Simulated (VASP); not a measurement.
NaHfIr2, 4 atoms in the cell. Symmetry: I4/mmm, No. 139, tetragonal system. The conventional cell has a = 5.316 Å, b = 5.316 Å, c = 5.321 Å, α = 90.00°, β = 90.00°, γ = 90.00°. Within 3.5 Å of Na (site symmetry 4/mmm) lie 4 Ir at 2.66 Å and 2 Hf at 2.66 Å. Hf (site symmetry 4/mmm) has 4 Ir at 2.66 Å and 2 Na at 2.66 Å within 3.5 Å. Ir (site symmetry mmm) has 2 Na at 2.66 Å and 2 Hf at 2.66 Å and 2 Ir at 2.66 Å within 3.5 Å. 

- Program: VASP 6.6.1
- Task: single point
- Functional: PBE
- Potentials or basis: VASP PAW PBE potentials, release 64 (Na_pv, Hf_pv, Ir)
- Cutoff: 520 eV
- k mesh: 6 × 6 × 6
- Occupations: gaussian, width 0.1 eV
- Spin: no spin polarisation
- Dipole correction: no
- Further INCAR settings: ALGO = Normal; EDIFF = 1e-06; NBANDS = 26

Potentials or basis: VASP PAW PBE potentials, release 64 (Na_pv, Hf_pv, Ir).

The run is started by

```sh
$ cat potpaw_PBE.64/Na_pv/POTCAR potpaw_PBE.64/Hf_pv/POTCAR potpaw_PBE.64/Ir/POTCAR > POTCAR
$ mpirun -np 1 vasp_std > vasp.out
```

Hardware: 1 thread of AMD EPYC 9R45 96-Core Processor (Zen 5) (shared host).

Task: How long does it take, and how much memory?

Result: It took 32 s on 1 thread of AMD EPYC 9R45 96-Core Processor (Zen 5), on a shared host, peak memory 0.21 GiB. Counts: scf iterations 15, k points 30.
